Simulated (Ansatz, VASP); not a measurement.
**One calculation of SnTe, two programs**

File INCAR:

```
ALGO = Normal
EDIFF = 1E-6
ENCUT = 520
GGA = PE
ISIF = 2
ISMEAR = 0
LASPH = True
LCHARG = False
LREAL = False
LWAVE = False
NBANDS = 17
NELM = 60
PREC = Accurate
SIGMA = 0.05
```

File KPOINTS:

```
k-points
0
Gamma
  10 10 10
```

File POSCAR:

```
SnTe
1.0
    0.0728368679      3.1483312528      3.1632593973
    3.2314020970      0.0242347010      3.2118615643
    3.2751081946      3.2406395174     -0.0194713966
Sn Te
1 1
Direct
    0.5127808795      0.4737145387      0.5213670318
   -0.0127808795      0.0262854613     -0.0213670318
```

Input for Ansatz:

```yaml
crystal:
  lattice:
    - [0.0728368679, 3.1483312528, 3.1632593973]
    - [3.231402097, 0.024234701, 3.2118615643]
    - [3.2751081946, 3.2406395174, -0.0194713966]
  atoms:
    - { symbol: Sn, position: [0.5127808795, 0.4737145387, 0.5213670318] }
    - { symbol: Te, position: [-0.0127808795, 0.0262854613, -0.0213670318] }
basis:
  ecutwfc: 420
  ecutrho_ratio: 4
kpoints:
  mp_grid: { grid: [10, 10, 10] }
hamiltonian:
  xc: pbe
scf:
  occupations: { method: gaussian, width: 0.05 }
output:
  forces: true
  stress: true
  eigenvalues: true
```

Change from the starting cell: all atoms moved at random (sigma 0.1 Å), cell strained at random (1 %).

Alike in both runs: task single point; functional PBE; k mesh 10 × 10 × 10; occupations gaussian, width 0.05 eV; no spin polarisation.

```csv
,VASP,Ansatz
version,VASP 6.6.1,Ansatz 0.2.0
potentials or method,"VASP PAW PBE potentials, release 64 (Sn_d, Te), cutoff 520 eV","scalar-relativistic, plane waves, PAW"
valence electrons in the cell,20,30
```

```csv
,VASP,Ansatz,Ansatz less VASP
gap on the k mesh at the Fermi level (eV),0.11,0.11,-0.002
least direct gap on the mesh (eV),0.29,0.29,-0.001
pressure (GPa),0.9,0.9,+0.04
"traceless stress, the component that is largest in VASP (GPa)",1.44,1.42,-0.013
rms of the force components (eV/Å),0.112,0.108,-0.0040
```

Atom by atom the forces differ by 0.004 eV/Å (rms over components). VASP's potentials hold 20 valence electrons a cell and Ansatz's 30, so a difference there can come from the potentials and not from the codes.

Spin-orbit coupling is off throughout.
